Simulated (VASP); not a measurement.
# S (Im-3m) in VASP: notebook

Runs on S. Level: PBE. Tasks: relaxation of cell and atoms.

All numbers are computed with VASP 6.6.1; they aren't measurements. Logs are shortened: lines on timing, memory, paths and dates and some standing lists are left out, and cuts for length are marked.

### Step 1. The cell of the first run

Symmetry: Im-3m, No. 229, cubic system. Conventional cell: a = 3.330 Å, b = 3.330 Å, c = 3.330 Å, α = 90.00°, β = 90.00°, γ = 90.00°. Within 3.8 Å of S (site symmetry m-3m) lie 14 S at 2.88 to 3.33 Å.

This isn't the form of S at room conditions, which is orthorhombic, of S8 rings.

### Step 2. Relaxation of cell and atoms, PBE, target pressure 5 GPa, at which the enthalpy is minimised

Contents of INCAR:

```
ALGO = Normal
EDIFF = 1E-7
EDIFFG = -0.03
ENCUT = 500
GGA = PE
GGA_COMPAT = False
IBRION = 2
ISIF = 3
ISMEAR = 0
LASPH = True
LCHARG = False
LREAL = False
LWAVE = False
NELM = 120
NELMIN = 4
NSW = 80
PREC = Accurate
PSTRESS = 50.0
SIGMA = 0.1
```

Contents of KPOINTS:

```
k-points
0
Gamma
  18 18 18
```

Contents of POSCAR:

```
S
1.0
   -1.6650000000      1.6650000000      1.6650000000
    1.6650000000     -1.6650000000      1.6650000000
    1.6650000000      1.6650000000     -1.6650000000
S
1
Direct
    0.0000000000      0.0000000000      0.0000000000
```

Potentials or basis: VASP PAW PBE potentials, release 64 (S).

Started as:

```bash
> cat potpaw_PBE.64/S/POTCAR > POTCAR
> mpirun -np 1 vasp_std > vasp.out
```

OUTCAR:

```text
EDIFF = 1E-7
   EDIFFG = -0.03
   ENCUT = 500
   GGA = PE
   IBRION = 2
   ISIF = 3
   ISMEAR = 0
   LASPH = True
   LREAL = False
   NELM = 120
   NELMIN = 4
   NSW = 80
   PREC = Accurate
   PSTRESS = 50.0

 ion  position               nearest neighbor table
   1  0.000  0.000  0.000-

  LATTYP: Found a body centered cubic cell.
 ALAT       =     3.3300000000

  Lattice vectors:

 A1 = (  -1.6650000000,   1.6650000000,   1.6650000000)
 A2 = (   1.6650000000,  -1.6650000000,   1.6650000000)
 A3 = (   1.6650000000,   1.6650000000,  -1.6650000000)

Analysis of symmetry for initial positions (statically):
=====================================================================
 Subroutine PRICEL returns:
 Original cell was already a primitive cell.

 Routine SETGRP: Setting up the symmetry group for a
 body centered cubic supercell.

 Subroutine GETGRP returns: Found 48 space group operations
 (whereof 48 operations were pure point group operations)
 out of a pool of 48 trial point group operations.

The static configuration has the point symmetry O_h .

Analysis of symmetry for dynamics (positions and initial velocities):
=====================================================================
 Subroutine PRICEL returns:
 Original cell was already a primitive cell.

 Routine SETGRP: Setting up the symmetry group for a
 body centered cubic supercell.

 Subroutine GETGRP returns: Found 48 space group operations
 (whereof 48 operations were pure point group operations)
 out of a pool of 48 trial point group operations.

The dynamic configuration has the point symmetry O_h .

 Subroutine INISYM returns: Found 48 space group operations
 (whereof 48 operations are pure point group operations),
 and found     1 'primitive' translations

----------------------------------------------------------------------------------------

                                     Primitive cell

  volume of cell :      18.4630

  direct lattice vectors                    reciprocal lattice vectors
    -1.665000000  1.665000000  1.665000000     0.000000000  0.300300300  0.300300300
     1.665000000 -1.665000000  1.665000000     0.300300300  0.000000000  0.300300300
     1.665000000  1.665000000 -1.665000000     0.300300300  0.300300300  0.000000000

[... 84 lines left out ...]
   NSW    =     80    number of steps for IOM
   IBRION =      2    ionic relax: 0-MD 1-quasi-New 2-CG
   NFREE  =      1    steps in history (QN), initial steepest desc. (CG)
   ISIF   =      3    stress and relaxation
   ISYM   =      2    0-nonsym 1-usesym 2-fastsym
   POTIM  = 0.5000    time-step for ionic-motion
   TEBEG  =    0.0;   TEEND  =   0.0 temperature during run
   PSTRESS=   50.0 pullay stress
   NELECT =       6.0000    total number of electrons
   NUPDOWN=      -1.0000    fix difference up-down
   EMIN   =  10.00;   EMAX   =-10.00  energy-range for DOS
   EFERMI =   0.00;   METHOD = LEGACY
   ISMEAR =     0;   SIGMA  =   0.10  broadening in eV -4-tet -1-fermi 0-gaus
   EFERMI_NEDOS =   21; number of points for ismear=-14 and -15
   IALGO  =     38    algorithm
   IMIX   =      4    mixing-type and parameters
     AMIX     =   0.40;   BMIX     =  1.00
     AMIX_MAG =   1.60;   BMIX_MAG =  1.00
  volume/ion in A,a.u.               =      18.46       124.59
  Fermi-wavevector in a.u.,A,eV,Ry     =   1.125532  2.126946 17.236150  1.266821
  Thomas-Fermi vector in A             =   2.262209
   LORBIT       =      0    0 simple, 1 ext, 2 COOP (PROOUT), +10 PAW based schemes
   GGA     = PE    functional components
   LHFCALC =     F    Hartree Fock is set to
   AEXX    =    0.0000 exact exchange contribution
   IVDW    =     0    specifies the selected vdW correction
   LEPSILON=     F    determine dielectric tensor
   LRPA    =     F    only Hartree local field effects (RPA)
 conjugate gradient relaxation of ions
 non-spin polarized calculation
 Gauss-broadening in eV      SIGMA  =   0.10
  energy-cutoff  :      500.00
  volume of cell :       18.46
 maximum number of plane-waves:       480
 NGX is ok and might be reduce to    24
   NGX = 11   NGY = 11   NGZ = 11

--------------------------------------- Ionic step        1  -------------------------------------------

 number of electron       6.0000001 magnetization

 Free energy of the ion-electron system (eV)
  ---------------------------------------------------
  ext. energy  EPLUGINS =         0.00000000
  ---------------------------------------------------
  free energy    TOTEN  =        -2.91482900 eV

  energy without entropy =       -2.91130494  energy(sigma->0) =       -2.91306697

------------------------ aborting loop because EDIFF is reached ----------------------------------------

  FORCE on cell =-STRESS in cart. coord.  units (eV):
  Direction    XX          YY          ZZ          XY          YZ          ZX
  --------------------------------------------------------------------------------------
  -------------------------------------------------------------------------------------
  Total       -1.0961695     -1.0961695     -1.0961695      0.0000000      0.0000000     -0.0000000
  in kB      -95.1230153    -95.1230153    -95.1230153      0.0000000      0.0000000     -0.0000000
  external PRESSURE =    -145.1230153 kB  Pullay stress =      50.0000000 kB
[... 61 lines left out ...]
--------------------------------------- Ionic step        3  -------------------------------------------

 number of electron       5.9999999 magnetization

 Free energy of the ion-electron system (eV)
  ---------------------------------------------------
  ext. energy  EPLUGINS =         0.00000000
  ---------------------------------------------------
  free energy    TOTEN  =        -2.99656671 eV

  energy without entropy =       -2.99379373  energy(sigma->0) =       -2.99518022

 E-fermi :   8.4873     XC(G=0): -11.4539

 val. band max:        8.4805118235   @ k =   0.2778   0.1111   0.1111
 cond. band min:       8.5222130414   @ k =   0.2778   0.0556   0.0556
 fundamental gap:      0.0417012179
 Fermi energy:         8.4873341178

 k-point     1 :       0.0000    0.0000    0.0000
  band No.  band energies     occupation
      1      -8.9744      2.00000
      2      11.9052      0.00000
      3      11.9052      0.00000
      4      11.9052      0.00000
      5      20.7994      0.00000
      6      20.7994      0.00000
      7      20.7994      0.00000
[... 221 lines left out ...]
 k-point    24 :       0.3889    0.1111    0.0000
  band No.  band energies     occupation
      1      -4.3199      2.00000
      2       1.2991      2.00000
      3       7.4971      2.00000
      4      10.2426      0.00000
      5      16.8802      0.00000
      6      18.3583      0.00000
      7      25.1669      0.00000

 [... further k-points ...]
[... 5 lines left out ...]
  --------------------------------------------------------------------------------------
  -------------------------------------------------------------------------------------
  Total        0.4774091      0.4774091      0.4774091      0.0000000      0.0000000     -0.0000000
  in kB       51.3242128     51.3242128     51.3242128      0.0000000      0.0000000     -0.0000000
  external PRESSURE =       1.3242128 kB  Pullay stress =      50.0000000 kB
[... 20 lines left out ...]
  energy  without entropy=       -2.9937937337  energy(sigma->0) =       -2.99518022

  enthalpy is  TOTEN    =        -2.5314751821 eV   P V=        0.4650915309

 reached required accuracy - stopping structural energy minimisation
```

CONTCAR:

```text
S
   1.00000000000000
    -1.5502664177707746    1.5502664177707746    1.5502664177707746
     1.5502664177707746   -1.5502664177707746    1.5502664177707746
     1.5502664177707746    1.5502664177707746   -1.5502664177707746
  S
     1
Direct
     0.0000000000000000    0.0000000000000000    0.0000000000000000

  0.00000000E+00  0.00000000E+00  0.00000000E+00
```

It took 21 s on 1 thread of Intel Xeon Platinum 8488C (Sapphire Rapids), shared host; peak memory 0.15 GiB.

What came out:

```yaml
Free_energy: -2.9966 eV
Relaxed_volume: 14.90 Å³/atom
Relaxed_cell: a = 2.685 Å, b = 2.685 Å, c = 2.685 Å, α = 109.47°, β = 109.47°, γ = 109.47°
Space_group_after_relaxing_to_0.1_Å: Im-3m (No. 229)
Energy_change_on_relaxing_the_run_minimises_the_enthalpy: -81.7 meV/atom
Ionic_steps: 3
Pressure_after_relaxing: 5.1 GPa
Band_gap_on_the_k_mesh: zero (bands 3 and 4 overlap by 7.23 eV)
```

Step by step:
| step | energy change (eV) | largest force (eV/Å) | pressure (GPa) | volume (Å³) |
| --- | --- | --- | --- | --- |
| 1 | 0.0000 | 0.0000 | -9.51 | 18.46 |
| 2 | -0.0566 | 0.0000 | 9.43 | 14.35 |
| 3 | -0.0817 | 0.0000 | 5.13 | 14.90 |

Final structure:
```xyz
1
Lattice="-1.5503 1.5503 1.5503 1.5503 -1.5503 1.5503 1.5503 1.5503 -1.5503" Properties=species:S:1:pos:R:3 pbc="T T T"
S     0.0000    0.0000    0.0000
```

Levels at points of the mesh, in eV from the Fermi level:
```csv
k point,band 1,band 2,band 3,band 4,band 5,band 6,band 7
"(0.00, 0.00, 0.00)",-17.46,3.42,3.42,3.42,12.31,12.31,12.31
"(0.50, 0.00, 0.00)",-12.64,-7.90,0.06,2.48,7.64,8.18,18.51
"(0.50, 0.50, 0.50)",-9.10,-3.76,-3.76,-3.76,3.70,3.70,22.67
```

Caveat: the cell is relaxed towards a set pressure, so the run minimises the enthalpy, not the energy; the volume moved by over 15 % at a fixed basis, so the end points are rough.

### Step 3. Relaxation of cell and atoms, PBE, target pressure 10 GPa, at which the enthalpy is minimised

Contents of INCAR:

```
ALGO = Normal
EDIFF = 1E-7
EDIFFG = -0.03
ENCUT = 500
GGA = PE
GGA_COMPAT = F
IBRION = 2
ISIF = 3
ISMEAR = 0
LASPH = T
LCHARG = F
LREAL = F
LWAVE = F
NELM = 120
NELMIN = 4
NSW = 80
PREC = Accurate
PSTRESS = 100.0
SIGMA = 0.1
```

KPOINTS is that of step 2.

POSCAR is that of step 2.

Potentials or basis: VASP PAW PBE potentials, release 64 (S).

Started as:

```bash
> cat potpaw_PBE.64/S/POTCAR > POTCAR
> mpirun -np 1 vasp_std > vasp.out
```

OUTCAR:

```text
EDIFF = 1E-7
   EDIFFG = -0.03
   ENCUT = 500
   GGA = PE
   IBRION = 2
   ISIF = 3
   ISMEAR = 0
   LASPH = T
   LREAL = F
   NELM = 120
   NELMIN = 4
   NSW = 80
   PREC = Accurate
   PSTRESS = 100.0

 ion  position               nearest neighbor table
   1  0.000  0.000  0.000-

  LATTYP: Found a body centered cubic cell.
 ALAT       =     3.3300000000

  Lattice vectors:

 A1 = (  -1.6650000000,   1.6650000000,   1.6650000000)
 A2 = (   1.6650000000,  -1.6650000000,   1.6650000000)
 A3 = (   1.6650000000,   1.6650000000,  -1.6650000000)

Analysis of symmetry for initial positions (statically):
=====================================================================
 Subroutine PRICEL returns:
 Original cell was already a primitive cell.

 Routine SETGRP: Setting up the symmetry group for a
 body centered cubic supercell.

 Subroutine GETGRP returns: Found 48 space group operations
 (whereof 48 operations were pure point group operations)
 out of a pool of 48 trial point group operations.

The static configuration has the point symmetry O_h .

Analysis of symmetry for dynamics (positions and initial velocities):
=====================================================================
 Subroutine PRICEL returns:
 Original cell was already a primitive cell.

 Routine SETGRP: Setting up the symmetry group for a
 body centered cubic supercell.

 Subroutine GETGRP returns: Found 48 space group operations
 (whereof 48 operations were pure point group operations)
 out of a pool of 48 trial point group operations.

The dynamic configuration has the point symmetry O_h .

 Subroutine INISYM returns: Found 48 space group operations
 (whereof 48 operations are pure point group operations),
 and found     1 'primitive' translations

----------------------------------------------------------------------------------------

                                     Primitive cell

  volume of cell :      18.4630

[... 110 lines left out ...]
   LORBIT       =      0    0 simple, 1 ext, 2 COOP (PROOUT), +10 PAW based schemes
   GGA     = PE    functional components
   LHFCALC =     F    Hartree Fock is set to
   AEXX    =    0.0000 exact exchange contribution
   IVDW    =     0    specifies the selected vdW correction
   LEPSILON=     F    determine dielectric tensor
   LRPA    =     F    only Hartree local field effects (RPA)
 conjugate gradient relaxation of ions
 non-spin polarized calculation
 Gauss-broadening in eV      SIGMA  =   0.10
  energy-cutoff  :      500.00
  volume of cell :       18.46
 maximum number of plane-waves:       480
 NGX is ok and might be reduce to    24
   NGX = 11   NGY = 11   NGZ = 11

--------------------------------------- Ionic step        1  -------------------------------------------

 number of electron       6.0000001 magnetization

 Free energy of the ion-electron system (eV)
  ---------------------------------------------------
  ext. energy  EPLUGINS =         0.00000000
  ---------------------------------------------------
  free energy    TOTEN  =        -2.91482900 eV

  energy without entropy =       -2.91130494  energy(sigma->0) =       -2.91306697

------------------------ aborting loop because EDIFF is reached ----------------------------------------

  FORCE on cell =-STRESS in cart. coord.  units (eV):
  Direction    XX          YY          ZZ          XY          YZ          ZX
  --------------------------------------------------------------------------------------
  -------------------------------------------------------------------------------------
  Total       -1.0961695     -1.0961695     -1.0961695      0.0000000      0.0000000     -0.0000000
  in kB      -95.1230153    -95.1230153    -95.1230153      0.0000000      0.0000000     -0.0000000
  external PRESSURE =    -195.1230153 kB  Pullay stress =     100.0000000 kB
[... 24 lines left out ...]
--------------------------------------- Ionic step        2  -------------------------------------------

 number of electron       5.9999999 magnetization

 E-fermi :  10.6339     XC(G=0): -12.0916

 val. band max:       10.6223638933   @ k =   0.3889   0.0556   0.0000
 cond. band min:      10.6652132563   @ k =   0.2778   0.2222   0.0556
 fundamental gap:      0.0428493629
 Fermi energy:        10.6338871876

 k-point     1 :       0.0000    0.0000    0.0000
  band No.  band energies     occupation
      1      -8.3696      2.00000
      2      14.8504      0.00000
      3      14.8504      0.00000
      4      14.8504      0.00000
      5      22.9907      0.00000
      6      22.9907      0.00000
      7      22.9907      0.00000
[... 266 lines left out ...]
--------------------------------------- Ionic step        3  -------------------------------------------

 number of electron       6.0000000 magnetization

 Free energy of the ion-electron system (eV)
  ---------------------------------------------------
  ext. energy  EPLUGINS =         0.00000000
  ---------------------------------------------------
  free energy    TOTEN  =        -2.96703749 eV

  energy without entropy =       -2.96427448  energy(sigma->0) =       -2.96565598

 E-fermi :   9.1704     XC(G=0): -11.6643

 val. band max:        9.1546142252   @ k =  -0.3889  -0.4444   0.2222
 cond. band min:       9.1721059908   @ k =   0.3333   0.2222   0.0556
 fundamental gap:      0.0174917656
 Fermi energy:         9.1704038191

 k-point     1 :       0.0000    0.0000    0.0000
  band No.  band energies     occupation
      1      -8.7765      2.00000
      2      12.8412      0.00000
      3      12.8412      0.00000
      4      12.8412      0.00000
      5      21.5023      0.00000
      6      21.5023      0.00000
      7      21.5023      0.00000
[... 262 lines left out ...]
  energy  without entropy=       -2.9642744786  energy(sigma->0) =       -2.96565598

  enthalpy is  TOTEN    =        -2.0762154345 eV   P V=        0.8908220527

 reached required accuracy - stopping structural energy minimisation
```

OSZICAR:

```text
N       E                     dE             d eps       ncg     rms          rms(c)
DAV:   1     0.920030607724E+01    0.92003E+01   -0.27830E+03  2765   0.685E+02
DAV:   2    -0.270068970042E+01   -0.11901E+02   -0.11563E+02  3878   0.817E+01
DAV:   3    -0.291648332774E+01   -0.21579E+00   -0.21366E+00  3213   0.122E+01
[... 23 lines left out ...]
DAV:   2    -0.299174778438E+01    0.70975E-01   -0.80779E-02  3185   0.248E+00    0.141E+00
DAV:   3    -0.296706347958E+01    0.24684E-01   -0.72375E-02  2821   0.178E+00    0.660E-01
DAV:   4    -0.296704368058E+01    0.19799E-04   -0.39034E-04  4018   0.192E-01    0.653E-02
DAV:   5    -0.296703749069E+01    0.61899E-05   -0.25679E-05  3143   0.360E-02    0.229E-02
DAV:   6    -0.296703748713E+01    0.35602E-08   -0.32951E-07  3941   0.577E-03
   3 F= -.20762154E+01 E0= -.20748339E+01  d E =-.313757E+00
```

It took 21 s on 1 thread of Intel Xeon Platinum 8488C (Sapphire Rapids), shared host; peak memory 0.15 GiB.

Results:

```
Free energy                                                : -2.9670 eV
Relaxed volume                                             : 14.27 Å³/atom
Relaxed cell                                               : a = 2.647 Å, b = 2.647 Å, c = 2.647 Å, α = 109.47°, β = 109.47°, γ = 109.47°
Space group after relaxing (to 0.1 Å)                      : Im-3m (No. 229)
Energy change on relaxing (the run minimises the enthalpy) : -52.2 meV/atom
Ionic steps                                                : 3
Pressure after relaxing                                    : 10.0 GPa
Band gap on the k mesh                                     : zero (bands 3 and 4 overlap by 7.74 eV)
```

Step by step:
```tsv
step	energy change (eV)	largest force (eV/Å)	pressure (GPa)	volume (Å³)
1	0.0000	0.0000	-9.51	18.46
2	0.0665	0.0000	22.82	13.08
3	-0.0522	0.0000	10.04	14.27
```

Final structure:
```
CELL_PARAMETERS angstrom
-1.52808 1.52808 1.52808
1.52808 -1.52808 1.52808
1.52808 1.52808 -1.52808
ATOMIC_POSITIONS crystal
S 0.00000 0.00000 0.00000
```

Levels at points of the mesh, in eV from the Fermi level:
| k point | band 1 | band 2 | band 3 | band 4 | band 5 | band 6 |
| --- | --- | --- | --- | --- | --- | --- |
| (0.00, 0.00, 0.00) | -17.95 | 3.67 | 3.67 | 3.67 | 12.33 | 12.33 |
| (0.50, 0.00, 0.00) | -12.80 | -8.32 | 0.10 | 2.63 | 7.66 | 8.05 |
| (0.50, 0.50, 0.50) | -8.93 | -3.95 | -3.95 | -3.95 | 3.42 | 3.42 |

Caveat: the cell is relaxed towards a set pressure, so the run minimises the enthalpy, not the energy; the volume moved by over 15 % at a fixed basis, so the end points are rough.

(Part 1 of 2 ends here.)

The gap in the log of VASP goes by the Fermi energy; the results here count the filled bands.